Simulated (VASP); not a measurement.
A run of VASP 6.6.1:

Contents of INCAR:

```
  PREC = Accurate
  ENCUT = 520
  EDIFF = 1E-6
  ISMEAR = -1
  SIGMA = 0.3
  LREAL = False
  LASPH = True
  NELM = 60
  ALGO = Normal
  ISIF = 2
  LWAVE = False
  LCHARG = False
  NBANDS = 26
```

Contents of KPOINTS:

```
regular mesh
0
Gamma
  8 8 7
```

The input POSCAR:

```
LaGa2
1.0
    4.3768486245      0.0000000000      0.0000000000
   -2.1884243123      3.7904623564      0.0000000000
    0.0000000000      0.0000000000      4.4741119273
La Ga
1 2
Direct
    0.0000000000      0.0000000000      0.0000000000
    0.3333333333      0.6666666667      0.5000000000
    0.6666666667      0.3333333333      0.5000000000
```

Potentials or basis: VASP PAW LDA potentials, release 64 (La, Ga_d).

Launch:

```sh
$ cat potpaw_LDA.64/La/POTCAR potpaw_LDA.64/Ga_d/POTCAR > POTCAR
$ mpirun -np 1 vasp_std > vasp.out
```

Hardware: 1 thread of Intel(R) Xeon(R) 6975P-C (Granite Rapids), with other jobs on the host.

Estimate the wall time of this run.

It took 40 s on 1 thread of Intel(R) Xeon(R) 6975P-C (Granite Rapids), with other jobs on the host, peak memory 0.23 GiB. Counts: scf iterations 16, k points 40.
